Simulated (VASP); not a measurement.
# LiH (Fm-3m) in VASP: notebook

The runs below take LiH through electric field gradients, with LDA.

Everything below comes from runs of VASP 6.6.1. Logs are shortened: lines on timing, memory, paths and dates and some standing lists are left out, and cuts for length are marked.

## Step 1: The cell of the first run

Symmetry: Fm-3m, No. 225, cubic system. Conventional cell: a = 4.092 Å, b = 4.092 Å, c = 4.092 Å, α = 90.00°, β = 90.00°, γ = 90.00°. Within 2.7 Å of Li (site symmetry m-3m) lie 6 H at 2.05 Å. Within 2.7 Å of H (site symmetry m-3m) lie 6 Li at 2.05 Å.

## Step 2: Electric field gradients, LDA (volume scaled by 1.02)

The input, INCAR:

```
SYSTEM = LiH
PREC = Accurate
ENCUT = 520
EDIFF = 1E-8
ISMEAR = -1
SIGMA = 0.03
LREAL = .False.
LASPH = .True.
NELM = 80
ALGO = Normal
ISIF = 2
LWAVE = .False.
LCHARG = .False.
LEFG = .True.
NBANDS = 9
```

The input, KPOINTS:

```
Automatic mesh
0
Gamma
  11 11 11
  0 0 0
```

The input, POSCAR:

```
LiH
1.0
    0.0000000000      2.0459606572      2.0459606572
    2.0459606572      0.0000000000      2.0459606572
    2.0459606572      2.0459606572      0.0000000000
Li H
1 1
Direct
    0.0000000000      0.0000000000      0.0000000000
    0.5000000000      0.5000000000      0.5000000000
```

Potentials or basis: VASP PAW LDA potentials, release 64 (Li_sv, H).

Run with:

```console
$ cat potpaw_LDA.64/Li_sv/POTCAR potpaw_LDA.64/H/POTCAR > POTCAR
$ mpirun -np 1 vasp_std > vasp.out
```

OUTCAR:

```text
SYSTEM = LiH
   PREC = Accurate
   ENCUT = 520
   EDIFF = 1E-8
   ISMEAR = -1
   LREAL = .False.
   LASPH = .True.
   NELM = 80
   ISIF = 2

 ion  position               nearest neighbor table
   1  0.000  0.000  0.000-
   2  0.500  0.500  0.500-

  LATTYP: Found a face centered cubic cell.
 ALAT       =     4.0919213144

  Lattice vectors:

 A1 = (   0.0000000000,   2.0459606572,   2.0459606572)
 A2 = (   2.0459606572,   0.0000000000,   2.0459606572)
 A3 = (   2.0459606572,   2.0459606572,   0.0000000000)

Analysis of symmetry for initial positions (statically):
=====================================================================
 Subroutine PRICEL returns:
 Original cell was already a primitive cell.

 Routine SETGRP: Setting up the symmetry group for a
 face centered cubic supercell.

 Subroutine GETGRP returns: Found 48 space group operations
 (whereof 48 operations were pure point group operations)
 out of a pool of 48 trial point group operations.

The static configuration has the point symmetry O_h .

Analysis of symmetry for dynamics (positions and initial velocities):
=====================================================================
 Subroutine PRICEL returns:
 Original cell was already a primitive cell.

 Routine SETGRP: Setting up the symmetry group for a
 face centered cubic supercell.

 Subroutine GETGRP returns: Found 48 space group operations
 (whereof 48 operations were pure point group operations)
 out of a pool of 48 trial point group operations.

The dynamic configuration has the point symmetry O_h .

 Subroutine INISYM returns: Found 48 space group operations
 (whereof 48 operations are pure point group operations),
 and found     1 'primitive' translations

----------------------------------------------------------------------------------------

                                     Primitive cell

  volume of cell :      17.1286

  direct lattice vectors                    reciprocal lattice vectors
     0.000000000  2.045960657  2.045960657    -0.244383976  0.244383976  0.244383976
     2.045960657  0.000000000  2.045960657     0.244383976 -0.244383976  0.244383976
     2.045960657  2.045960657  0.000000000     0.244383976  0.244383976 -0.244383976

  length of vectors
     2.893425309  2.893425309  2.893425309     0.423285463  0.423285463  0.423285463

  position of ions in fractional coordinates (direct lattice)
     0.000000000  0.000000000  0.000000000
     0.500000000  0.500000000  0.500000000

  ion indices of the primitive-cell ions
   primitive index   ion index
                 1           1
                 2           2

----------------------------------------------------------------------------------------

 KPOINTS: Automatic mesh

Automatic generation of k-mesh.
 Grid dimensions read from file:
 generate k-points for:   11   11   11

 Generating k-lattice:

  Cartesian coordinates                     Fractional coordinates (reciprocal lattice)
    -0.022216725  0.022216725  0.022216725     0.090909091  0.000000000  0.000000000
     0.022216725 -0.022216725  0.022216725     0.000000000  0.090909091  0.000000000
     0.022216725  0.022216725 -0.022216725     0.000000000  0.000000000  0.090909091

  Length of vectors
     0.038480497  0.038480497  0.038480497

  Shift w.r.t. Gamma in fractional coordinates (k-lattice)
     0.000000000  0.000000000  0.000000000

 Subroutine IBZKPT returns following result:
 ===========================================

 Found     56 irreducible k-points:

 Following reciprocal coordinates:
            Coordinates               Weight
  0.000000  0.000000  0.000000      1.000000
  0.090909  0.000000  0.000000      8.000000
  0.181818  0.000000  0.000000      8.000000
  0.272727  0.000000  0.000000      8.000000
  0.363636  0.000000  0.000000      8.000000
  0.454545  0.000000  0.000000      8.000000
[... 16 lines left out ...]
 -0.272727  0.181818  0.000000     24.000000
 -0.181818  0.181818  0.000000     12.000000
 [... further k-points ...]
   k-points           NKPTS =     56   k-points in BZ     NKDIM =     56   number of bands    NBANDS=      9
   number of dos      NEDOS =    301   number of ions     NIONS =      2
   total plane-waves  NPLWV =  13824
   dimension x,y,z NGX =    24 NGY =   24 NGZ =   24
   dimension x,y,z NGXF=    48 NGYF=   48 NGZF=   48
   ions per type =               1   1
   NGX,Y,Z   is equivalent  to a cutoff of  13.79, 13.79, 13.79 a.u.
   NGXF,Y,Z  is equivalent  to a cutoff of  27.58, 27.58, 27.58 a.u.
 SYSTEM =  LiH
   PREC   = accura    normal or accurate (medium, high low for compatibility)
   ISTART =      0    job   : 0-new  1-cont  2-samecut
   ICHARG =      2    charge: 1-file 2-atom 10-const
   ISPIN  =      1    spin polarized calculation?
   LNONCOLLINEAR =      F non collinear calculations
   LSORBIT =      F    spin-orbit coupling
   LASPH  =      T    aspherical Exc in radial PAW
   ENCUT  =  520.0 eV  38.22 Ry    6.18 a.u.   5.38  5.38  5.38*2*pi/ulx,y,z
   NELM   =     80;   NELMIN=  2; NELMDL= -5     # of ELM steps
   EDIFF  = 0.1E-07   stopping-criterion for ELM
   LREAL  =      F    real-space projection
   EDIFFG = 0.1E-06   stopping-criterion for IOM
   NSW    =      0    number of steps for IOM
   IBRION =     -1    ionic relax: 0-MD 1-quasi-New 2-CG
   NFREE  =      0    steps in history (QN), initial steepest desc. (CG)
   ISIF   =      2    stress and relaxation
   ISYM   =      2    0-nonsym 1-usesym 2-fastsym
   POTIM  = 0.5000    time-step for ionic-motion
   TEBEG  =    0.0;   TEEND  =   0.0 temperature during run
   PSTRESS=    0.0 pullay stress
   NELECT =       4.0000    total number of electrons
   NUPDOWN=      -1.0000    fix difference up-down
   EMIN   =  10.00;   EMAX   =-10.00  energy-range for DOS
   EFERMI =   0.00;   METHOD = LEGACY
   ISMEAR =    -1;   SIGMA  =   0.03  broadening in eV -4-tet -1-fermi 0-gaus
   EFERMI_NEDOS =   21; number of points for ismear=-14 and -15
   IALGO  =     38    algorithm
   IMIX   =      4    mixing-type and parameters
     AMIX     =   0.40;   BMIX     =  1.00
     AMIX_MAG =   1.60;   BMIX_MAG =  1.00
  volume/ion in A,a.u.               =       8.56        57.79
  Fermi-wavevector in a.u.,A,eV,Ry     =   1.008140  1.905109 13.828233  1.016346
  Thomas-Fermi vector in A             =   2.140989
   LORBIT       =      0    0 simple, 1 ext, 2 COOP (PROOUT), +10 PAW based schemes
   GGA     = CA    functional components
   LHFCALC =     F    Hartree Fock is set to
   AEXX    =    0.0000 exact exchange contribution
   IVDW    =     0    specifies the selected vdW correction
   LEPSILON=     F    determine dielectric tensor
   LRPA    =     F    only Hartree local field effects (RPA)
 non-spin polarized calculation
  energy-cutoff  :      520.00
  volume of cell :       17.13
 maximum number of plane-waves:       477
 NGX is ok and might be reduce to    24
   NGX = 11   NGY = 11   NGZ = 11

 number of electron       4.0000002 magnetization

 Free energy of the ion-electron system (eV)
  ---------------------------------------------------
  ext. energy  EPLUGINS =         0.00000000
  ---------------------------------------------------
  free energy    TOTEN  =        -6.46333462 eV

  energy without entropy =       -6.46333462  energy(sigma->0) =       -6.46333462

 E-fermi :   0.4499     XC(G=0):  -8.6054

 val. band max:       -0.1276649574   @ k =  -0.4545   0.4545   0.0000
 cond. band min:       2.7208070092   @ k =  -0.4545   0.4545   0.0000
 fundamental gap:      2.8484719666
 Fermi energy:         0.4498602723

 k-point     1 :       0.0000    0.0000    0.0000
  band No.  band energies     occupation
      1     -43.6045      2.00000
      2      -5.4093      2.00000
      3      15.2535      0.00000
      4      16.7153      0.00000
      5      16.7153      0.00000
      6      16.7153      0.00000
      7      21.4305      0.00000
      8      21.4305      0.00000
      9      21.4305      0.00000
[... 265 lines left out ...]
 k-point    24 :      -0.1818    0.1818    0.0000
  band No.  band energies     occupation
      1     -43.5771      2.00000
      2      -3.9317      2.00000
      3       9.6036      0.00000
      4       9.6046      0.00000
      5      15.1506      0.00000
      6      16.4412      0.00000
      7      20.4323      0.00000
      8      22.1729      0.00000
      9      23.8015      0.00000

 [... further k-points ...]

------------------------ aborting loop because EDIFF is reached ----------------------------------------

  FORCE on cell =-STRESS in cart. coord.  units (eV):
  Direction    XX          YY          ZZ          XY          YZ          ZX
  --------------------------------------------------------------------------------------
  -------------------------------------------------------------------------------------
  Total       -0.4921233     -0.4921233     -0.4921233     -0.0000000     -0.0000000      0.0000000
  in kB      -46.0322966    -46.0322966    -46.0322966     -0.0000000     -0.0000000      0.0000000
  external PRESSURE =     -46.0322966 kB  Pullay stress =       0.0000000 kB

 VOLUME and BASIS-vectors are now :
 -----------------------------------------------------------------------------
  energy-cutoff  :      520.00
  volume of cell :       17.13
      direct lattice vectors                 reciprocal lattice vectors
     0.000000000  2.045960657  2.045960657    -0.244383976  0.244383976  0.244383976
     2.045960657  0.000000000  2.045960657     0.244383976 -0.244383976  0.244383976
     2.045960657  2.045960657  0.000000000     0.244383976  0.244383976 -0.244383976

 POSITION                                       TOTAL-FORCE (eV/Angst)
 -----------------------------------------------------------------------------------
      0.00000      0.00000      0.00000         0.000000      0.000000      0.000000
      2.04596      2.04596      2.04596         0.000000     -0.000000      0.000000
 -----------------------------------------------------------------------------------
    total drift:                                0.000000     -0.000000     -0.000000

  FREE ENERGIE OF THE ION-ELECTRON SYSTEM (eV)
  ---------------------------------------------------
  free  energy   TOTEN  =        -6.4633346189 eV

  energy  without entropy=       -6.4633346188  energy(sigma->0) =       -6.46333462

 Electric field gradients (V/A^2)
---------------------------------------------------------------------
 ion       V_xx      V_yy      V_zz      V_xy      V_xz      V_yz
---------------------------------------------------------------------
   1      -0.000    -0.000    -0.000    -0.002    -0.002    -0.002
   2       0.000    -0.000     0.000     0.001     0.001     0.001
---------------------------------------------------------------------

 Electric field gradients after diagonalization (V/A^2)
 (convention: |V_zz| > |V_xx| > |V_yy|)
----------------------------------------------------------------------
 ion       V_xx      V_yy      V_zz     asymmetry (V_yy - V_xx)/ V_zz
----------------------------------------------------------------------
   1       0.002     0.002    -0.005       0.000
   2      -0.001    -0.001     0.002       0.000
----------------------------------------------------------------------

           NMR quadrupolar parameters

 Cq : quadrupolar parameter    Cq=e*Q*V_zz/h
 eta: asymmetry parameters     (V_yy - V_xx)/ V_zz
 Q  : nuclear electric quadrupole moment in mb (millibarn)
----------------------------------------------------------------------
 ion       Cq(MHz)       eta       Q (mb)
----------------------------------------------------------------------
   1      -0.000       0.000       1.000
   2       0.000       0.000       1.000
----------------------------------------------------------------------
```

Run time: 5.7 s. Hardware: 1 thread of Intel Xeon Platinum 8375C at 2.90GHz (Ice Lake), shared host; peak memory 0.12 GiB.

What came out:

```
Free energy            : -6.4633 eV
Band gap on the k mesh : 2.85 eV, direct
```

Caveat: the cutoff is under 1.25 times the usual one of these potentials, so pressure, stress and relaxed cells hold a basis-set (Pulay) error; without QUAD_EFG the Cq values of the log hold for a quadrupole moment of 1 mb, not for the nuclei.

## Step 3: Electric field gradients, LDA (volume scaled by 1.06)

The input, INCAR:

```
ALGO = Normal ; EDIFF = 1E-8
ENCUT = 520 ; GGA = CA
ISIF = 2 ; ISMEAR = -1
LASPH = T ; LCHARG = F
LEFG = T ; LREAL = F
LWAVE = F ; NBANDS = 9
NELM = 100 ; PREC = Accurate
SIGMA = 0.03
```

The input, KPOINTS:

```
k-points
0
Gamma
  11 11 11
```

The input, POSCAR:

```
LiH
1.0
    0.0000000000      2.0723630616      2.0723630616
    2.0723630616      0.0000000000      2.0723630616
    2.0723630616      2.0723630616      0.0000000000
Li H
1 1
Direct
    0.0000000000      0.0000000000      0.0000000000
    0.5000000000      0.5000000000      0.5000000000
```

Potentials or basis: VASP PAW LDA potentials, release 64 (Li_sv, H).

Run with:

```console
$ cat potpaw_LDA.64/Li_sv/POTCAR potpaw_LDA.64/H/POTCAR > POTCAR
$ mpirun -np 1 vasp_std > vasp.out
```

OUTCAR:

```text
EDIFF = 1E-8
   ENCUT = 520
   GGA = CA
   ISIF = 2
   ISMEAR = -1
   LASPH = T
   LREAL = F
   NELM = 100
   PREC = Accurate

 ion  position               nearest neighbor table
   1  0.000  0.000  0.000-
   2  0.500  0.500  0.500-

  LATTYP: Found a face centered cubic cell.
 ALAT       =     4.1447261232

  Lattice vectors:

 A1 = (   0.0000000000,   2.0723630616,   2.0723630616)
 A2 = (   2.0723630616,   0.0000000000,   2.0723630616)
 A3 = (   2.0723630616,   2.0723630616,   0.0000000000)

Analysis of symmetry for initial positions (statically):
[... 499 lines left out ...]

  energy  without entropy=       -6.4429852851  energy(sigma->0) =       -6.44298529

 Electric field gradients (V/A^2)
---------------------------------------------------------------------
 ion       V_xx      V_yy      V_zz      V_xy      V_xz      V_yz
---------------------------------------------------------------------
   1      -0.000     0.000    -0.000    -0.003    -0.003    -0.003
   2      -0.000    -0.000     0.000     0.001     0.001     0.001
---------------------------------------------------------------------

 Electric field gradients after diagonalization (V/A^2)
 (convention: |V_zz| > |V_xx| > |V_yy|)
----------------------------------------------------------------------
 ion       V_xx      V_yy      V_zz     asymmetry (V_yy - V_xx)/ V_zz
----------------------------------------------------------------------
   1       0.003     0.003    -0.007       0.000
   2      -0.001    -0.001     0.002       0.000
----------------------------------------------------------------------

           NMR quadrupolar parameters

 Cq : quadrupolar parameter    Cq=e*Q*V_zz/h
 eta: asymmetry parameters     (V_yy - V_xx)/ V_zz
 Q  : nuclear electric quadrupole moment in mb (millibarn)
----------------------------------------------------------------------
 ion       Cq(MHz)       eta       Q (mb)
----------------------------------------------------------------------
   1      -0.000       0.000       1.000
   2       0.000       0.000       1.000
----------------------------------------------------------------------
```

stdout:

```text
POSCAR found type information on POSCAR LiH
 POSCAR found :  2 types and       2 ions
 scaLAPACK will be used
 LDA part: xc-table for (Slater(with rela. corr.)+CA(PZ))
 , standard interpolation
 POSCAR, INCAR and KPOINTS ok, starting setup
 FFT: planning ... GRIDC
 FFT: planning ... GRID_SOFT
 FFT: planning ... GRID
 WAVECAR not read
 entering main loop
ion   1

ion   2
```

Wall time 5.7 s (1 thread of Intel Xeon Platinum 8375C at 2.90GHz (Ice Lake), shared host); peak memory 0.12 GiB.

What came out:

```yaml
Free_energy: -6.4430 eV
Band_gap_on_the_k_mesh: 2.87 eV, direct
```

Caveat: the cutoff is under 1.25 times the usual one of these potentials, so pressure, stress and relaxed cells hold a basis-set (Pulay) error; without QUAD_EFG the Cq values of the log hold for a quadrupole moment of 1 mb, not for the nuclei. A k mesh can miss the band edges.
